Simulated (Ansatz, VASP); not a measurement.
# HCl: VASP beside Ansatz

File POSCAR:

```
HCl
1.0
    0.0000000000      2.7375000000      2.6964375000
    2.7375000000      0.0000000000      2.6964375000
    2.7375000000      2.7375000000      0.0000000000
H Cl
1 1
Direct
    0.0000000000      0.0000000000      0.0000000000
    0.5000000000      0.5000000000      0.5000000000
```

INCAR.step1

```
ALGO = Normal
EDIFF = 1E-4
ENCUT = 520
GGA = PE
ISMEAR = 0
LASPH = T
LCHARG = F
LREAL = F
LWAVE = T
NBANDS = 11
NELM = 80
PREC = Accurate
SIGMA = 0.15
```

INCAR.step2

```
ALGO = Normal
EDIFF = 1E-6
ENCUT = 520
ISIF = 2
ISMEAR = 0
ISTART = 1
LASPH = T
LCHARG = F
LMIXTAU = T
LREAL = F
LWAVE = F
METAGGA = R2SCAN
NBANDS = 11
NELM = 80
PREC = Accurate
SIGMA = 0.15
```

Contents of KPOINTS:

```
k-points
0
Gamma
  16 16 16
```

Input for Ansatz:

```yaml
crystal:
  lattice:
    - [0.0, 2.7375, 2.6964375]
    - [2.7375, 0.0, 2.6964375]
    - [2.7375, 2.7375, 0.0]
  atoms:
    - { symbol: H, position: [0.0, 0.0, 0.0] }
    - { symbol: Cl, position: [0.5, 0.5, 0.5] }
basis:
  ecutwfc: 500
kpoints:
  mp_grid: { grid: [16, 16, 16] }
hamiltonian:
  xc: r2scan
scf:
  occupations: { method: gaussian, width: 0.15 }
output:
  forces: true
  stress: true
  eigenvalues: true
  write_density: true
  write_potential: true
  elf: true
  volumetric_format: npy
```

Change from the starting cell: strain +0.000 along x and y, -0.015 along z, atoms carried along.

Alike in both runs: task single point; functional r2SCAN; k mesh 16 × 16 × 16; occupations gaussian, width 0.15 eV; no spin polarisation.

|  | VASP | Ansatz |
| --- | --- | --- |
| version | VASP 6.6.1 | Ansatz 0.2.0 |
| potentials or method | VASP PAW PBE potentials, release 64 (H, Cl), cutoff 520 eV | scalar-relativistic, plane waves, PAW |
| valence electrons in the cell | 8 | 8 |

|  | VASP | Ansatz | Ansatz less VASP |
| --- | --- | --- | --- |
| gap on the k mesh at the Fermi level (eV) | none | none | - |
| pressure (GPa) | -10.2 | -10.1 | +0.08 |
| traceless stress, the component that is largest in VASP (GPa) | -0.89 | -0.89 | +0.002 |

VASP's potentials were made for PBE, not for r2SCAN. A gap of «none» marks a metal or a gap that the smearing closes. With one functional, cell and mesh, what is left measures potentials, basis and numerics.
